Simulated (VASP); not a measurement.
The system is Ir.

```xyz
2
Lattice="2.7514 0.0000 0.0000 -1.3757 2.3828 0.0000 0.0000 0.0000 4.4623" Properties=species:S:1:pos:R:3 pbc="T T T"
Ir    1.3757    0.7943    3.3467
Ir    0.0000    1.5885    1.1156
```

| Item | Value |
| --- | --- |
| Program | VASP 6.6.1 |
| Task | relaxation of cell and atoms |
| Functional | PBEsol |
| Potentials or basis | VASP PAW PBE potentials, release 64 (Ir) |
| Cutoff | 600 eV |
| k mesh | 9 × 9 × 4 |
| Occupations | gaussian, width 0.1 eV |
| Spin | no spin polarisation |

At the start: pressure -12.2 GPa; volume 14.63 Å³/atom.

Task: Where does the relaxation end?

Result: Over 4 steps the energy falls by 19.6 meV/atom and the volume is 14.13 Å³/atom (-3.4 %); space group P6_3/mmc (No. 194, to 0.05 Å).

Step by step:
```tsv
step	energy change (eV)	largest force (eV/Å)	pressure (GPa)	volume (Å³)
1	0.0000	0.0000	-12.24	29.25
2	0.6386	0.0000	71.03	24.77
3	-0.0391	0.0000	-0.83	28.32
4	-0.0393	0.0000	-0.10	28.27
```

Final structure:
```
CELL_PARAMETERS angstrom
2.72031 0.00000 0.00000
-1.36016 2.35586 0.00000
0.00000 0.00000 4.41119
ATOMIC_POSITIONS crystal
Ir 0.66667 0.33333 0.75000
Ir 0.33333 0.66667 0.25000
```

Caveat: the PAW data sets were made with another functional, which shifts forces and pressure a little.
